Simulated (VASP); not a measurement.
# Ca (Fm-3m) in VASP: a series of runs

Runs on Ca. Level: PBEsol. Tasks: single point.

Everything below comes from runs of VASP 6.6.1. Logs are shortened: lines on timing, memory, paths and dates and some standing lists are left out, and cuts for length are marked.

### Step 1. The cell of the first run

Symmetry: Fm-3m, No. 225, cubic system. The conventional cell has a = 5.598 Å, b = 5.598 Å, c = 5.598 Å, α = 90.00°, β = 90.00°, γ = 90.00°. Ca (site symmetry m-3m) has 12 Ca at 3.96 Å within 5.2 Å.

### Step 2. Single point, PBEsol (volume scaled by 1.08)

The input, INCAR:

```
SYSTEM = Ca
ALGO = Normal
EDIFF = 1E-6
ENCUT = 520
GGA = PS
ISIF = 2
ISMEAR = -1
LASPH = .True.
LCHARG = .False.
LREAL = .False.
LWAVE = .False.
NBANDS = 11
NELM = 60
PREC = Accurate
SIGMA = 0.1
```

The input, KPOINTS:

```
k-points
0
Gamma
  16 16 16
  0 0 0
```

The input, POSCAR:

```
Ca
1.0
    0.0000000000      2.7988762044      2.7988762044
    2.7988762044      0.0000000000      2.7988762044
    2.7988762044      2.7988762044      0.0000000000
Ca
1
Direct
    0.0000000000      0.0000000000      0.0000000000
```

Potentials or basis: VASP PAW PBE potentials, release 64 (Ca_sv).

Launch:

```bash
> cat potpaw_PBE.64/Ca_sv/POTCAR > POTCAR
> mpirun -np 1 vasp_std > vasp.out
```

OUTCAR:

```text
SYSTEM = Ca
   EDIFF = 1E-6
   ENCUT = 520
   GGA = PS
   ISIF = 2
   ISMEAR = -1
   LASPH = .True.
   LREAL = .False.
   NELM = 60
   PREC = Accurate

 ion  position               nearest neighbor table
   1  0.000  0.000  0.000-

  LATTYP: Found a face centered cubic cell.
 ALAT       =     5.5977524088

  Lattice vectors:

 A1 = (   0.0000000000,   2.7988762044,   2.7988762044)
 A2 = (   2.7988762044,   0.0000000000,   2.7988762044)
 A3 = (   2.7988762044,   2.7988762044,   0.0000000000)

Analysis of symmetry for initial positions (statically):
=====================================================================
 Subroutine PRICEL returns:
 Original cell was already a primitive cell.

 Routine SETGRP: Setting up the symmetry group for a
 face centered cubic supercell.

 Subroutine GETGRP returns: Found 48 space group operations
 (whereof 48 operations were pure point group operations)
 out of a pool of 48 trial point group operations.

The static configuration has the point symmetry O_h .

Analysis of symmetry for dynamics (positions and initial velocities):
=====================================================================
 Subroutine PRICEL returns:
 Original cell was already a primitive cell.

 Routine SETGRP: Setting up the symmetry group for a
 face centered cubic supercell.

 Subroutine GETGRP returns: Found 48 space group operations
 (whereof 48 operations were pure point group operations)
 out of a pool of 48 trial point group operations.

The dynamic configuration has the point symmetry O_h .

 Subroutine INISYM returns: Found 48 space group operations
 (whereof 48 operations are pure point group operations),
 and found     1 'primitive' translations

----------------------------------------------------------------------------------------

                                     Primitive cell

  volume of cell :      43.8512

  direct lattice vectors                    reciprocal lattice vectors
     0.000000000  2.798876204  2.798876204    -0.178643128  0.178643128  0.178643128
     2.798876204  0.000000000  2.798876204     0.178643128 -0.178643128  0.178643128
     2.798876204  2.798876204  0.000000000     0.178643128  0.178643128 -0.178643128

  length of vectors
     3.958208688  3.958208688  3.958208688     0.309418974  0.309418974  0.309418974

  position of ions in fractional coordinates (direct lattice)
     0.000000000  0.000000000  0.000000000

  ion indices of the primitive-cell ions
   primitive index   ion index
                 1           1

----------------------------------------------------------------------------------------

 KPOINTS: k-points

Automatic generation of k-mesh.
 Grid dimensions read from file:
 generate k-points for:   16   16   16

 Generating k-lattice:

  Cartesian coordinates                     Fractional coordinates (reciprocal lattice)
    -0.011165195  0.011165195  0.011165195     0.062500000  0.000000000  0.000000000
     0.011165195 -0.011165195  0.011165195     0.000000000  0.062500000  0.000000000
     0.011165195  0.011165195 -0.011165195     0.000000000  0.000000000  0.062500000

  Length of vectors
     0.019338686  0.019338686  0.019338686

  Shift w.r.t. Gamma in fractional coordinates (k-lattice)
     0.000000000  0.000000000  0.000000000

 Subroutine IBZKPT returns following result:
 ===========================================

 Found    145 irreducible k-points:

 Following reciprocal coordinates:
            Coordinates               Weight
  0.000000  0.000000  0.000000      1.000000
  0.062500  0.000000  0.000000      8.000000
  0.125000  0.000000  0.000000      8.000000
  0.187500  0.000000  0.000000      8.000000
  0.250000  0.000000  0.000000      8.000000
  0.312500  0.000000  0.000000      8.000000
[... 16 lines left out ...]
 -0.125000  0.062500  0.000000     24.000000
 -0.062500  0.062500  0.000000     12.000000
 [... further k-points ...]
   k-points           NKPTS =    145   k-points in BZ     NKDIM =    145   number of bands    NBANDS=     11
   number of dos      NEDOS =    301   number of ions     NIONS =      1
   total plane-waves  NPLWV =  27000
   dimension x,y,z NGX =    30 NGY =   30 NGZ =   30
   dimension x,y,z NGXF=    60 NGYF=   60 NGZF=   60
   ions per type =               1
   NGX,Y,Z   is equivalent  to a cutoff of  12.60, 12.60, 12.60 a.u.
   NGXF,Y,Z  is equivalent  to a cutoff of  25.20, 25.20, 25.20 a.u.
 SYSTEM =  Ca
   PREC   = accura    normal or accurate (medium, high low for compatibility)
   ISTART =      0    job   : 0-new  1-cont  2-samecut
   ICHARG =      2    charge: 1-file 2-atom 10-const
   ISPIN  =      1    spin polarized calculation?
   LNONCOLLINEAR =      F non collinear calculations
   LSORBIT =      F    spin-orbit coupling
   LASPH  =      T    aspherical Exc in radial PAW
   ENCUT  =  520.0 eV  38.22 Ry    6.18 a.u.   7.36  7.36  7.36*2*pi/ulx,y,z
   NELM   =     60;   NELMIN=  2; NELMDL= -5     # of ELM steps
   EDIFF  = 0.1E-05   stopping-criterion for ELM
   LREAL  =      F    real-space projection
   EDIFFG = 0.1E-04   stopping-criterion for IOM
   NSW    =      0    number of steps for IOM
   IBRION =     -1    ionic relax: 0-MD 1-quasi-New 2-CG
   NFREE  =      0    steps in history (QN), initial steepest desc. (CG)
   ISIF   =      2    stress and relaxation
   ISYM   =      2    0-nonsym 1-usesym 2-fastsym
   POTIM  = 0.5000    time-step for ionic-motion
   TEBEG  =    0.0;   TEEND  =   0.0 temperature during run
   PSTRESS=    0.0 pullay stress
   NELECT =      10.0000    total number of electrons
   NUPDOWN=      -1.0000    fix difference up-down
   EMIN   =  10.00;   EMAX   =-10.00  energy-range for DOS
   EFERMI =   0.00;   METHOD = LEGACY
   ISMEAR =    -1;   SIGMA  =   0.10  broadening in eV -4-tet -1-fermi 0-gaus
   EFERMI_NEDOS =   21; number of points for ismear=-14 and -15
   IALGO  =     38    algorithm
   IMIX   =      4    mixing-type and parameters
     AMIX     =   0.40;   BMIX     =  1.00
     AMIX_MAG =   1.60;   BMIX_MAG =  1.00
  volume/ion in A,a.u.               =      43.85       295.92
  Fermi-wavevector in a.u.,A,eV,Ry     =   1.000187  1.890079 13.610911  1.000374
  Thomas-Fermi vector in A             =   2.132527
   LORBIT       =      0    0 simple, 1 ext, 2 COOP (PROOUT), +10 PAW based schemes
   GGA     = PS    functional components
   LHFCALC =     F    Hartree Fock is set to
   AEXX    =    0.0000 exact exchange contribution
   IVDW    =     0    specifies the selected vdW correction
   LEPSILON=     F    determine dielectric tensor
   LRPA    =     F    only Hartree local field effects (RPA)
 non-spin polarized calculation
  energy-cutoff  :      520.00
  volume of cell :       43.85
 maximum number of plane-waves:      1243
 NGX is ok and might be reduce to    30
   NGX = 15   NGY = 15   NGZ = 15

 number of electron      10.0000000 magnetization

 number of electron       9.9999997 magnetization

 Free energy of the ion-electron system (eV)
  ---------------------------------------------------
  ext. energy  EPLUGINS =         0.00000000
  ---------------------------------------------------
  free energy    TOTEN  =        -2.14260605 eV

  energy without entropy =       -2.10147167  energy(sigma->0) =       -2.12203886

 E-fermi :   1.7409     XC(G=0):  -7.6889

 val. band max:        1.7305393381   @ k =  -0.3750   0.3125   0.0625
 cond. band min:       1.7500316343   @ k =  -0.3125   0.3750   0.1250
 fundamental gap:      0.0194922962
 Fermi energy:         1.7409229066

 k-point     1 :       0.0000    0.0000    0.0000
  band No.  band energies     occupation
      1     -40.1818      2.00000
      2     -21.1785      2.00000
      3     -21.1785      2.00000
      4     -21.1785      2.00000
      5      -2.2213      2.00000
      6       4.0218      0.00000
      7       4.0218      0.00000
      8       4.0218      0.00000
      9       5.0530      0.00000
     10       5.0530      0.00000
     11      10.7072      0.00000

 k-point     2 :       0.0625    0.0000    0.0000
  band No.  band energies     occupation
      1     -40.1814      2.00000
      2     -21.1832      2.00000
      3     -21.1791      2.00000
      4     -21.1791      2.00000
      5      -2.1563      2.00000
      6       3.9516      0.00000
      7       4.0469      0.00000
      8       4.0469      0.00000
      9       5.0311      0.00000
     10       5.0311      0.00000
     11      10.7852      0.00000

 k-point     3 :       0.1250    0.0000    0.0000
  band No.  band energies     occupation
      1     -40.1801      2.00000
      2     -21.1966      2.00000
      3     -21.1810      2.00000
      4     -21.1810      2.00000
      5      -1.9638      2.00000
      6       3.7572      0.00000
      7       4.1090      0.00000
      8       4.1090      0.00000
      9       4.9847      0.00000
     10       4.9847      0.00000
     11      10.7632      0.00000

 k-point     4 :       0.1875    0.0000    0.0000
  band No.  band energies     occupation
      1     -40.1783      2.00000
      2     -21.2165      2.00000
      3     -21.1837      2.00000
      4     -21.1837      2.00000
      5      -1.6509      2.00000
      6       3.4735      0.00000
      7       4.1632      0.00000
      8       4.1632      0.00000
      9       4.9730      0.00000
     10       4.9730      0.00000
     11       9.8563      0.00000

 k-point     5 :       0.2500    0.0000    0.0000
  band No.  band energies     occupation
      1     -40.1760      2.00000
      2     -21.2400      2.00000
      3     -21.1870      2.00000
      4     -21.1870      2.00000
      5      -1.2301      2.00000
      6       3.1319      0.00000
      7       4.1529      0.00000
      8       4.1529      0.00000
      9       5.0641      0.00000
     10       5.0641      0.00000
     11       8.8850      0.00000
[... 211 lines left out ...]
 k-point    21 :      -0.2500    0.0625    0.0000
  band No.  band energies     occupation
      1     -40.1750      2.00000
      2     -21.2480      2.00000
      3     -21.1930      2.00000
      4     -21.1868      2.00000
      5      -1.0160      2.00000
      6       3.0032      0.00001
      7       4.0569      0.00000
      8       4.1903      0.00000
      9       4.9517      0.00000
     10       5.2881      0.00000
     11       8.6045      0.00000

 k-point    22 :      -0.1875    0.0625    0.0000
  band No.  band energies     occupation
      1     -40.1772      2.00000
      2     -21.2251      2.00000
      3     -21.1893      2.00000
      4     -21.1836      2.00000
      5      -1.4671      2.00000
      6       3.3447      0.00000
      7       4.1137      0.00000
      8       4.2313      0.00000
      9       4.8239      0.00000
     10       5.1367      0.00000
     11       9.5530      0.00000

 k-point    23 :      -0.1250    0.0625    0.0000
  band No.  band energies     occupation
      1     -40.1792      2.00000
      2     -21.2045      2.00000
      3     -21.1855      2.00000
      4     -21.1810      2.00000
      5      -1.8162      2.00000
      6       3.6331      0.00000
      7       4.1131      0.00000
      8       4.1749      0.00000
      9       4.8486      0.00000
     10       5.0684      0.00000
     11      10.5392      0.00000

 k-point    24 :      -0.0625    0.0625    0.0000
  band No.  band energies     occupation
      1     -40.1807      2.00000
      2     -21.1898      2.00000
      3     -21.1820      2.00000
      4     -21.1794      2.00000
      5      -2.0489      2.00000
      6       3.8455      0.00000
      7       4.0754      0.00000
      8       4.0922      0.00000
      9       4.9447      0.00000
     10       5.0533      0.00000
     11      10.8861      0.00000

 [... further k-points ...]
[... 5 lines left out ...]
  --------------------------------------------------------------------------------------
  -------------------------------------------------------------------------------------
  Total       -0.3365335     -0.3365335     -0.3365335      0.0000000      0.0000000     -0.0000000
  in kB      -12.2958298    -12.2958298    -12.2958298      0.0000000      0.0000000     -0.0000000
  external PRESSURE =     -12.2958298 kB  Pullay stress =       0.0000000 kB

 VOLUME and BASIS-vectors are now :
 -----------------------------------------------------------------------------
  energy-cutoff  :      520.00
  volume of cell :       43.85
      direct lattice vectors                 reciprocal lattice vectors
     0.000000000  2.798876204  2.798876204    -0.178643128  0.178643128  0.178643128
     2.798876204  0.000000000  2.798876204     0.178643128 -0.178643128  0.178643128
     2.798876204  2.798876204  0.000000000     0.178643128  0.178643128 -0.178643128

 POSITION                                       TOTAL-FORCE (eV/Angst)
 -----------------------------------------------------------------------------------
      0.00000      0.00000      0.00000         0.000000      0.000000      0.000000
 -----------------------------------------------------------------------------------
    total drift:                               -0.000000     -0.000000      0.000000

  FREE ENERGIE OF THE ION-ELECTRON SYSTEM (eV)
  ---------------------------------------------------
  free  energy   TOTEN  =        -2.1426060477 eV

  energy  without entropy=       -2.1014716732  energy(sigma->0) =       -2.12203886
```

It took 49 s on 1 thread of Intel Xeon Platinum 8259CL at 2.50GHz (Skylake/Cascade Lake), shared host; peak memory 0.22 GiB.

Results:

```yaml
Free_energy: -2.1426 eV
Pressure: -1.2 GPa
Band_gap_on_the_k_mesh: zero (band 5 reaches 1.96 eV, above the bottom of band 6 at 1.56 eV)
```

Caveat: the PAW data sets were made with another functional, which shifts forces and pressure a little.

### Step 3. Single point, PBEsol (volume scaled by 1.12)

The input, INCAR:

```
SYSTEM = Ca
ALGO = Normal
EDIFF = 1E-6
ENCUT = 520
GGA = PS
ISIF = 2
ISMEAR = -1
LASPH = .TRUE.
LCHARG = .FALSE.
LREAL = .FALSE.
LWAVE = .FALSE.
NBANDS = 11
NELM = 80
PREC = Accurate
SIGMA = 0.1
```

The input, KPOINTS:

```
k-points
0
G
  16 16 16
  0 0 0
```

The input, POSCAR:

```
Ca
1.0
    0.0000000000      2.8330122053      2.8330122053
    2.8330122053      0.0000000000      2.8330122053
    2.8330122053      2.8330122053      0.0000000000
Ca
1
Direct
    0.0000000000      0.0000000000      0.0000000000
```

Potentials or basis: VASP PAW PBE potentials, release 64 (Ca_sv).

Launch:

```bash
> cat potpaw_PBE.64/Ca_sv/POTCAR > POTCAR
> mpirun -np 1 vasp_std > vasp.out
```

Run time: 50 s. Hardware: 1 thread of Intel Xeon Platinum 8259CL at 2.50GHz (Skylake/Cascade Lake), shared host; peak memory 0.21 GiB.

The run converged. Its results:

```
Free energy            : -2.1281 eV
Pressure               : -1.7 GPa
Band gap on the k mesh : zero (band 5 reaches 1.85 eV, above the bottom of band 6 at 1.40 eV)
```

Levels at points of the mesh, in eV from the Fermi level:
```csv
k point,band 1,band 2,band 3,band 4,band 5,band 6,band 7,band 8,band 9,band 10
"(0.00, 0.00, 0.00)",-42.01,-23.01,-23.01,-23.01,-3.90,2.23,2.23,2.23,3.22,3.22
"(0.50, 0.00, 0.00)",-42.00,-23.11,-23.02,-23.02,-0.97,-0.20,2.13,2.13,3.85,3.85
"(0.50, 0.50, 0.00)",-42.00,-23.11,-23.05,-23.05,-0.39,0.61,0.84,3.84,4.01,4.01
```

Caveat: the PAW data sets were made with another functional, which shifts forces and pressure a little.
